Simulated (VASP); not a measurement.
# Ba (Fd-3m) in VASP: further runs, part 2 of 3

VASP 6.6.1.

## 4. Single point, PBEsol (volume scaled by 0.92)

The input, INCAR:

```
SYSTEM = Ba
ALGO     = Normal         ! electronic algorithm
EDIFF    = 1E-6           ! SCF threshold, eV
ENCUT    = 520            ! plane-wave cutoff, eV
GGA      = PS             ! functional
ISIF     = 2              ! what is computed and relaxed
ISMEAR   = -1             ! smearing method
LASPH    = .TRUE.         ! aspherical terms in the spheres
LCHARG   = .FALSE.        ! write CHGCAR
LREAL    = .FALSE.        ! projectors in reciprocal space
LWAVE    = .FALSE.        ! write WAVECAR
NBANDS   = 17             ! bands
NELM     = 60             ! most SCF steps
PREC     = Accurate       ! precision mode
SIGMA    = 0.1            ! smearing width, eV
```

The input, KPOINTS:

```
k-points
0
G
  8 8 8
  0 0 0
```

The input, POSCAR:

```
Ba
1.0
    0.0000000000      3.6043257827      3.6043257827
    3.6043257827      0.0000000000      3.6043257827
    3.6043257827      3.6043257827      0.0000000000
Ba
2
Direct
    0.1250000000      0.1250000000      0.1250000000
    0.8750000000      0.8750000000      0.8750000000
```

Potentials or basis: VASP PAW PBE potentials, release 64 (Ba_sv).

Launch:

```
cat potpaw_PBE.64/Ba_sv/POTCAR > POTCAR
mpirun -np 1 vasp_std > vasp.out
```

OUTCAR:

```text
SYSTEM = Ba
   EDIFF = 1E-6
   ENCUT = 520
   GGA = PS
   ISIF = 2
   ISMEAR = -1
   LASPH = .TRUE.
   LREAL = .FALSE.
   NELM = 60
   PREC = Accurate

 ion  position               nearest neighbor table
   1  0.125  0.125  0.125-   2 3.12   2 3.12   2 3.12   2 3.12
   2  0.875  0.875  0.875-   1 3.12   1 3.12   1 3.12   1 3.12

  LATTYP: Found a face centered cubic cell.
 ALAT       =     7.2086515654

  Lattice vectors:

 A1 = (   0.0000000000,   3.6043257827,   3.6043257827)
 A2 = (   3.6043257827,   0.0000000000,   3.6043257827)
 A3 = (   3.6043257827,   3.6043257827,   0.0000000000)

Analysis of symmetry for initial positions (statically):
=====================================================================
 Subroutine PRICEL returns:
 Original cell was already a primitive cell.

 Routine SETGRP: Setting up the symmetry group for a
 face centered cubic supercell.

 Subroutine GETGRP returns: Found 48 space group operations
 (whereof 12 operations were pure point group operations)
 out of a pool of 48 trial point group operations.

The static configuration has the point symmetry D_3d.
[... 161 lines left out ...]
  energy without entropy =       -2.35322442  energy(sigma->0) =       -2.38558565

 E-fermi :   2.1987     XC(G=0):  -8.3963

 val. band max:        2.1568199458   @ k =  -0.3750   0.1250   0.0000
 cond. band min:       2.2205481359   @ k =   0.1250   0.0000   0.0000
 fundamental gap:      0.0637281901
 Fermi energy:         2.1987232618

 k-point     1 :       0.0000    0.0000    0.0000
  band No.  band energies     occupation
      1     -27.1450      2.00000
      2     -25.9065      2.00000
      3     -12.7331      2.00000
      4     -12.7331      2.00000
      5     -12.7331      2.00000
      6     -11.0288      2.00000
[... 457 lines left out ...]
      4     -13.0499      2.00000
      5     -12.3602      2.00000
      6     -11.2743      2.00000
[... 9 lines left out ...]
     16       5.9400      0.00000
     17       6.4808      0.00000

 [... further k-points ...]

------------------------ aborting loop because EDIFF is reached ----------------------------------------

  FORCE on cell =-STRESS in cart. coord.  units (eV):
  Direction    XX          YY          ZZ          XY          YZ          ZX
  --------------------------------------------------------------------------------------
  -------------------------------------------------------------------------------------
  Total        1.5154393      1.5154393      1.5154393      0.0000000      0.0000000     -0.0000000
  in kB       25.9266864     25.9266864     25.9266864      0.0000000      0.0000000     -0.0000000
  external PRESSURE =      25.9266864 kB  Pullay stress =       0.0000000 kB

 VOLUME and BASIS-vectors are now :
 -----------------------------------------------------------------------------
  energy-cutoff  :      520.00
  volume of cell :       93.65
      direct lattice vectors                 reciprocal lattice vectors
     0.000000000  3.604325783  3.604325783    -0.138722199  0.138722199  0.138722199
     3.604325783  0.000000000  3.604325783     0.138722199 -0.138722199  0.138722199
     3.604325783  3.604325783  0.000000000     0.138722199  0.138722199 -0.138722199

 POSITION                                       TOTAL-FORCE (eV/Angst)
 -----------------------------------------------------------------------------------
      0.90108      0.90108      0.90108         0.000000      0.000000      0.000000
      6.30757      6.30757      6.30757        -0.000000     -0.000000     -0.000000
 -----------------------------------------------------------------------------------
    total drift:                                0.000000      0.000000     -0.000000

  FREE ENERGIE OF THE ION-ELECTRON SYSTEM (eV)
  ---------------------------------------------------
  free  energy   TOTEN  =        -2.4179468804 eV

  energy  without entropy=       -2.3532244151  energy(sigma->0) =       -2.38558565
```

OSZICAR:

```text
N       E                     dE             d eps       ncg     rms          rms(c)
DAV:   1     0.143909842248E+03    0.14391E+03   -0.86582E+03   986   0.993E+02
DAV:   2     0.579681612311E+01   -0.13811E+03   -0.13485E+03  1511   0.203E+02
DAV:   3    -0.232411085533E+01   -0.81209E+01   -0.80490E+01  1302   0.524E+01
DAV:   4    -0.257833110116E+01   -0.25422E+00   -0.25410E+00  1425   0.672E+00
DAV:   5    -0.257976971067E+01   -0.14386E-02   -0.14385E-02  1279   0.562E-01    0.738E+00
DAV:   6    -0.247292860704E+01    0.10684E+00   -0.58128E-02  1153   0.172E+00    0.423E+00
DAV:   7    -0.241753108086E+01    0.55398E-01   -0.10769E-01  1359   0.229E+00    0.134E-01
DAV:   8    -0.241786261535E+01   -0.33153E-03   -0.19807E-03  1274   0.256E-01    0.137E-01
DAV:   9    -0.241794318498E+01   -0.80570E-04   -0.65438E-05  1359   0.628E-02    0.260E-02
DAV:  10    -0.241794700334E+01   -0.38184E-05   -0.11517E-05  1185   0.246E-02    0.362E-03
DAV:  11    -0.241794688040E+01    0.12294E-06   -0.87682E-07   687   0.617E-03
   1 F= -.24179469E+01 E0= -.23855856E+01  d E =-.647225E-01
```

stdout:

```text
POSCAR found type information on POSCAR Ba
 POSCAR found :  1 types and       2 ions
 scaLAPACK will be used
 -----------------------------------------------------------------------------
|                                                                             |
|                                                                             |
|     You enforced a specific xc type in the INCAR file but a different       |
|     I HOPE YOU KNOW WHAT YOU ARE DOING!                                     |
|                                                                             |
 -----------------------------------------------------------------------------

 LDA part: xc-table for (Slater+PW92), standard interpolation
 POSCAR, INCAR and KPOINTS ok, starting setup
 FFT: planning ... GRIDC
 FFT: planning ... GRID_SOFT
 FFT: planning ... GRID
 WAVECAR not read
 entering main loop
```

It took 26 s on 1 thread of Intel Xeon Platinum 8488C (Sapphire Rapids), shared host; peak memory 0.24 GiB.

Results:

```
Free energy            : -2.4179 eV
Pressure               : 2.6 GPa
Band gap on the k mesh : zero (band 10 reaches 2.39 eV, above the bottom of band 11 at 2.15 eV)
```

Levels at points of the mesh, in eV from the Fermi level:
| k point | band 8 | band 9 | band 10 | band 11 | band 12 | band 13 |
| --- | --- | --- | --- | --- | --- | --- |
| (0.00, 0.00, 0.00) | -13.23 | -1.97 | 0.13 | 0.13 | 1.70 | 1.70 |
| (0.50, 0.00, 0.00) | -12.91 | -0.19 | 0.20 | 0.29 | 0.29 | 1.20 |
| (0.50, 0.50, 0.00) | -12.57 | -0.83 | -0.83 | 1.22 | 1.22 | 2.63 |

Caveat: the PAW data sets were made with another functional, which shifts forces and pressure a little; spin-orbit coupling is left out, which moves the levels of the heavy elements.

[end of part 2 of 3]
